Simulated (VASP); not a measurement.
# Al2BN3 (I4/mmm) in VASP: relaxation of cell and atoms with PBE

Aim: the relaxation of cell and atoms of Al2BN3 with PBE.

All numbers are computed with VASP 6.6.1; they aren't measurements. Logs are shortened: lines on timing, memory, paths and dates and some standing lists are left out, and cuts for length are marked.

## Step 1: The cell of the first run

Symmetry: I4/mmm, No. 139, tetragonal system. The conventional cell has a = 2.817 Å, b = 2.817 Å, c = 11.501 Å, α = 90.00°, β = 90.00°, γ = 90.00°. Al (site symmetry 4mm) has 6 N at 1.85 to 2.10 Å within 2.4 Å. B (site symmetry 4/mmm) has 6 N at 1.81 to 1.99 Å within 2.4 Å. N (site symmetry 4mm) has 1 B at 1.81 Å and 5 Al at 1.99 to 2.10 Å within 2.4 Å. N (site symmetry 4/mmm) has 2 Al at 1.85 Å and 4 B at 1.99 Å within 2.4 Å.

## Step 2: Relaxation of cell and atoms, PBE

Contents of INCAR:

```
PREC = Accurate
ENCUT = 600
EDIFF = 1E-6
ISMEAR = 0
SIGMA = 0.02
LREAL = False
LASPH = True
NELM = 80
ALGO = Normal
ISIF = 3
LWAVE = False
LCHARG = False
GGA = PE
IBRION = 2
NSW = 100
EDIFFG = -0.01
```

Contents of KPOINTS:

```
Automatic mesh
0
Gamma
  14 14 14
```

Contents of POSCAR:

```
Al2BN3
1.0
   -1.4084305701      1.4084305701      5.7507001577
    1.4084305701     -1.4084305701      5.7507001577
    1.4084305701      1.4084305701     -5.7507001577
Al B N
2 1 3
Direct
    0.3395262175      0.3395262175      0.0000000000
    0.6604737825      0.6604737825      0.0000000000
    0.0000000000      0.0000000000      0.0000000000
    0.8430129901      0.8430129901      0.0000000000
    0.1569870099      0.1569870099      0.0000000000
    0.5000000000      0.5000000000      0.0000000000
```

Potentials or basis: VASP PAW PBE potentials, release 64 (Al, B, N).

Run with:

```sh
$ cat potpaw_PBE.64/Al/POTCAR potpaw_PBE.64/B/POTCAR potpaw_PBE.64/N/POTCAR > POTCAR
$ mpirun -np 1 vasp_std > vasp.out
```

OUTCAR:

```text
PREC = Accurate
   ENCUT = 600
   EDIFF = 1E-6
   ISMEAR = 0
   LREAL = False
   LASPH = True
   NELM = 80
   ISIF = 3
   GGA = PE
   IBRION = 2
   NSW = 100
   EDIFFG = -0.01

 ion  position               nearest neighbor table
   1  0.340  0.340  0.000-   6 1.85   4 1.99   4 1.99   4 1.99   4 1.99   5 2.10   3 2.72   3 2.72
                             3 2.72   3 2.72   2 2.87   2 2.87   2 2.87   2 2.87
   2  0.660  0.660  0.000-   6 1.85   5 1.99   5 1.99   5 1.99   5 1.99   4 2.10   3 2.72   3 2.72
                             3 2.72   3 2.72   1 2.87   1 2.87   1 2.87   1 2.87
   3  0.000  0.000  0.000-   4 1.81   5 1.81   1 2.72   2 2.72   2 2.72   2 2.72   2 2.72   1 2.72
                             1 2.72   1 2.72
   4  0.843  0.843  0.000-   3 1.81   1 1.99   1 1.99   1 1.99   1 1.99   2 2.10
   5  0.157  0.157  0.000-   3 1.81   2 1.99   2 1.99   2 1.99   2 1.99   1 2.10
   6  0.500  0.500  0.000-   1 1.85   2 1.85

  LATTYP: Found a body centered tetragonal cell.
 ALAT       =     2.8168611402
 C/A-ratio  =     4.0830554802

  Lattice vectors:

 A1 = (  -1.4084305701,   1.4084305701,   5.7507001577)
 A2 = (   1.4084305701,  -1.4084305701,   5.7507001577)
 A3 = (   1.4084305701,   1.4084305701,  -5.7507001577)

Analysis of symmetry for initial positions (statically):
=====================================================================
 Subroutine PRICEL returns:
 Original cell was already a primitive cell.

 Routine SETGRP: Setting up the symmetry group for a
 body centered tetragonal supercell.

 Subroutine GETGRP returns: Found 16 space group operations
 (whereof 16 operations were pure point group operations)
 out of a pool of 16 trial point group operations.

The static configuration has the point symmetry D_4h.

Analysis of symmetry for dynamics (positions and initial velocities):
=====================================================================
 Subroutine PRICEL returns:
 Original cell was already a primitive cell.

 Routine SETGRP: Setting up the symmetry group for a
 body centered tetragonal supercell.

 Subroutine GETGRP returns: Found 16 space group operations
 (whereof 16 operations were pure point group operations)
 out of a pool of 16 trial point group operations.

The dynamic configuration has the point symmetry D_4h.

 Subroutine INISYM returns: Found 16 space group operations
 (whereof 16 operations are pure point group operations),
 and found     1 'primitive' translations

----------------------------------------------------------------------------------------

                                     Primitive cell

  volume of cell :      45.6301

  direct lattice vectors                    reciprocal lattice vectors
    -1.408430570  1.408430570  5.750700158     0.000000000  0.355005075  0.086945935
     1.408430570 -1.408430570  5.750700158     0.355005075  0.000000000  0.086945935
     1.408430570  1.408430570 -5.750700158     0.355005075  0.355005075  0.000000000

  length of vectors
     6.085877558  6.085877558  6.085877558     0.365497194  0.365497194  0.502052992

  position of ions in fractional coordinates (direct lattice)
     0.339526218  0.339526218  0.000000000
     0.660473782  0.660473782  0.000000000
     0.000000000  0.000000000  0.000000000
     0.843012990  0.843012990  0.000000000
     0.156987010  0.156987010  0.000000000
     0.500000000  0.500000000  0.000000000

  ion indices of the primitive-cell ions
   primitive index   ion index
                 1           1
                 2           2
                 3           3
                 4           4
                 5           5
                 6           6

----------------------------------------------------------------------------------------

 KPOINTS: Automatic mesh

Automatic generation of k-mesh.
 Grid dimensions read from file:
 generate k-points for:   14   14   14

 Generating k-lattice:

  Cartesian coordinates                     Fractional coordinates (reciprocal lattice)
     0.000000000  0.025357505  0.006210424     0.071428571 -0.000000000  0.000000000
     0.025357505  0.000000000  0.006210424    -0.000000000  0.071428571  0.000000000
     0.025357505  0.025357505  0.000000000     0.000000000  0.000000000  0.071428571

  Length of vectors
     0.026106942  0.026106942  0.035860928

  Shift w.r.t. Gamma in fractional coordinates (k-lattice)
     0.000000000  0.000000000  0.000000000

 Subroutine IBZKPT returns following result:
 ===========================================

 Found    244 irreducible k-points:

 Following reciprocal coordinates:
            Coordinates               Weight
  0.000000  0.000000  0.000000      1.000000
  0.071429 -0.000000  0.000000      8.000000
  0.142857  0.000000  0.000000      8.000000
  0.214286 -0.000000  0.000000      8.000000
  0.285714  0.000000  0.000000      8.000000
  0.357143  0.000000  0.000000      8.000000
[... 16 lines left out ...]
  0.214286  0.142857  0.000000     16.000000
  0.285714  0.142857  0.000000     16.000000
 [... further k-points ...]
   k-points           NKPTS =    244   k-points in BZ     NKDIM =    244   number of bands    NBANDS=     16
   number of dos      NEDOS =    301   number of ions     NIONS =      6
   total plane-waves  NPLWV = 125000
   dimension x,y,z NGX =    50 NGY =   50 NGZ =   50
   dimension x,y,z NGXF=   100 NGYF=  100 NGZF=  100
   ions per type =               2   1   3
   NGX,Y,Z   is equivalent  to a cutoff of  13.66, 13.66, 13.66 a.u.
   NGXF,Y,Z  is equivalent  to a cutoff of  27.32, 27.32, 27.32 a.u.
 SYSTEM =  unknown system
   PREC   = accura    normal or accurate (medium, high low for compatibility)
   ISTART =      0    job   : 0-new  1-cont  2-samecut
   ICHARG =      2    charge: 1-file 2-atom 10-const
   ISPIN  =      1    spin polarized calculation?
   LNONCOLLINEAR =      F non collinear calculations
   LSORBIT =      F    spin-orbit coupling
   LASPH  =      T    aspherical Exc in radial PAW
   ENCUT  =  600.0 eV  44.10 Ry    6.64 a.u.  12.16 12.16 12.16*2*pi/ulx,y,z
   NELM   =     80;   NELMIN=  2; NELMDL= -5     # of ELM steps
   EDIFF  = 0.1E-05   stopping-criterion for ELM
   LREAL  =      F    real-space projection
   EDIFFG = -.1E-01   stopping-criterion for IOM
   NSW    =    100    number of steps for IOM
   IBRION =      2    ionic relax: 0-MD 1-quasi-New 2-CG
   NFREE  =      1    steps in history (QN), initial steepest desc. (CG)
   ISIF   =      3    stress and relaxation
   ISYM   =      2    0-nonsym 1-usesym 2-fastsym
   POTIM  = 0.5000    time-step for ionic-motion
   TEBEG  =    0.0;   TEEND  =   0.0 temperature during run
   PSTRESS=    0.0 pullay stress
   NELECT =      24.0000    total number of electrons
   NUPDOWN=      -1.0000    fix difference up-down
   EMIN   =  10.00;   EMAX   =-10.00  energy-range for DOS
   EFERMI =   0.00;   METHOD = LEGACY
   ISMEAR =     0;   SIGMA  =   0.02  broadening in eV -4-tet -1-fermi 0-gaus
   EFERMI_NEDOS =   21; number of points for ismear=-14 and -15
   IALGO  =     38    algorithm
   IMIX   =      4    mixing-type and parameters
     AMIX     =   0.40;   BMIX     =  1.00
     AMIX_MAG =   1.60;   BMIX_MAG =  1.00
  volume/ion in A,a.u.               =       7.61        51.32
  Fermi-wavevector in a.u.,A,eV,Ry     =   1.321482  2.497240 23.760067  1.746316
  Thomas-Fermi vector in A             =   2.451233
   LORBIT       =      0    0 simple, 1 ext, 2 COOP (PROOUT), +10 PAW based schemes
   GGA     = PE    functional components
   LHFCALC =     F    Hartree Fock is set to
   AEXX    =    0.0000 exact exchange contribution
   IVDW    =     0    specifies the selected vdW correction
   LEPSILON=     F    determine dielectric tensor
   LRPA    =     F    only Hartree local field effects (RPA)
 conjugate gradient relaxation of ions
 non-spin polarized calculation
 Gauss-broadening in eV      SIGMA  =   0.02
  energy-cutoff  :      600.00
  volume of cell :       45.63
 maximum number of plane-waves:      1544
 NGX is ok and might be reduce to    50
   NGX = 25   NGY = 25   NGZ = 25

--------------------------------------- Ionic step        1  -------------------------------------------

 number of electron      24.0000000 magnetization

 Free energy of the ion-electron system (eV)
  ---------------------------------------------------
  ext. energy  EPLUGINS =         0.00000000
  ---------------------------------------------------
  free energy    TOTEN  =       -41.94775042 eV

  energy without entropy =      -41.94775042  energy(sigma->0) =      -41.94775042

------------------------ aborting loop because EDIFF is reached ----------------------------------------

  FORCE on cell =-STRESS in cart. coord.  units (eV):
  Direction    XX          YY          ZZ          XY          YZ          ZX
  --------------------------------------------------------------------------------------
  -------------------------------------------------------------------------------------
  Total       -0.1190859     -0.1190859     -0.0874559      0.0000000      0.0000000      0.0000000
  in kB       -4.1813784     -4.1813784     -3.0707740      0.0000000      0.0000000      0.0000000
  external PRESSURE =      -3.8111770 kB  Pullay stress =       0.0000000 kB
[... 145 lines left out ...]
  energy  without entropy=      -41.9478435707  energy(sigma->0) =      -41.94784357

--------------------------------------- Ionic step        5  -------------------------------------------

 number of electron      24.0000000 magnetization

 Free energy of the ion-electron system (eV)
  ---------------------------------------------------
  ext. energy  EPLUGINS =         0.00000000
  ---------------------------------------------------
  free energy    TOTEN  =       -41.94786024 eV

  energy without entropy =      -41.94786024  energy(sigma->0) =      -41.94786024

 E-fermi :   9.5720     XC(G=0): -12.4663

 val. band max:        9.4722465097   @ k =   0.5000   0.5000   0.3571
 cond. band min:      11.9023080623   @ k =  -0.3571   0.3571   0.0000
 fundamental gap:      2.4300615527
 Fermi energy:         9.5719510409

 k-point     1 :       0.0000    0.0000    0.0000
  band No.  band energies     occupation
      1      -8.9415      2.00000
      2      -6.2548      2.00000
      3      -5.2914      2.00000
      4       3.4322      2.00000
      5       3.7761      2.00000
      6       6.1539      2.00000
[... 8 lines left out ...]
     15      15.7107      0.00000
     16      16.2431      0.00000
[... 420 lines left out ...]
  band No.  band energies     occupation
      1      -7.4083      2.00000
      2      -5.9103      2.00000
      3      -4.2115      2.00000
      4       1.4647      2.00000
      5       2.6705      2.00000
      6       4.1832      2.00000
[... 8 lines left out ...]
     15      17.0068      0.00000
     16      17.7499      0.00000

 [... further k-points ...]
[... 5 lines left out ...]
  --------------------------------------------------------------------------------------
  -------------------------------------------------------------------------------------
  Total       -0.0069579     -0.0069579      0.0136525      0.0000000     -0.0000000      0.0000000
  in kB       -0.2446908     -0.2446908      0.4801250      0.0000000     -0.0000000      0.0000000
  external PRESSURE =      -0.0030855 kB  Pullay stress =       0.0000000 kB
[... 21 lines left out ...]
  FREE ENERGIE OF THE ION-ELECTRON SYSTEM (eV)
  ---------------------------------------------------
  free  energy   TOTEN  =       -41.9478602424 eV

  energy  without entropy=      -41.9478602424  energy(sigma->0) =      -41.94786024

 reached required accuracy - stopping structural energy minimisation
```

Run time: 58 min. Hardware: 1 thread of Intel Xeon 8259CL, shared host; peak memory 0.47 GiB.

What came out:

```yaml
Free_energy: -41.9479 eV
Relaxed_volume: 7.59 Å³/atom
Relaxed_cell: a = 6.084 Å, b = 6.084 Å, c = 6.084 Å, α = 153.25°, β = 153.25°, γ = 38.19°
Space_group_after_relaxing_to_0.1_Å: I4/mmm (No. 139)
Energy_gained_by_relaxing: 0.0 meV/atom
Ionic_steps: 5
Pressure_after_relaxing: 0.0 GPa
Largest_force_after_relaxing: 0.006 eV/Å
Band_gap_on_the_k_mesh: 2.43 eV (least direct gap 2.69 eV)
```

Forces in eV/Å, atoms in the order of the input:
```
Al   0.000  0.000  0.002
Al   0.000  0.000 -0.002
B    0.000  0.000  0.000
N    0.000  0.000 -0.006
N    0.000  0.000  0.006
N    0.000  0.000  0.000
```

The path:
```
step  energy change (eV)  largest force (eV/Å)  pressure (GPa)  volume (Å³)
   1              0.0000                0.0120           -0.38        45.63
   2              0.0000                0.0168            0.32        45.51
   3             -0.0001                0.0115            0.05        45.56
   4             -0.0001                0.0113            0.03        45.56
   5             -0.0001                0.0063            0.00        45.56
```

Final structure:
```
Al B N
1.0
    -1.40747    1.40747    5.74953
     1.40747   -1.40747    5.74953
     1.40747    1.40747   -5.74953
Al B N
2 1 3
Cartesian
  1.4075 1.4075 -1.8459
  0.0000 0.0000 7.5955
  0.0000 0.0000 0.0000
  0.0000 0.0000 9.6931
  1.4075 1.4075 -3.9435
  0.0000 0.0000 5.7495
```

Levels at points of the mesh, in eV from the valence-band top:
```
           k point  band 10  band 11  band 12  band 13  band 14  band 15
(0.00, 0.00, 0.00)    -0.83    -0.02    -0.02     2.67     5.64     6.24
(0.50, 0.00, 0.00)    -1.48    -0.76    -0.23     4.18     4.87     6.79
(0.50, 0.50, 0.00)    -4.48    -3.39    -2.88     2.56     6.12     6.23
(0.50, 0.50, 0.50)    -1.36    -0.93    -0.93     2.82     5.72     6.92
```
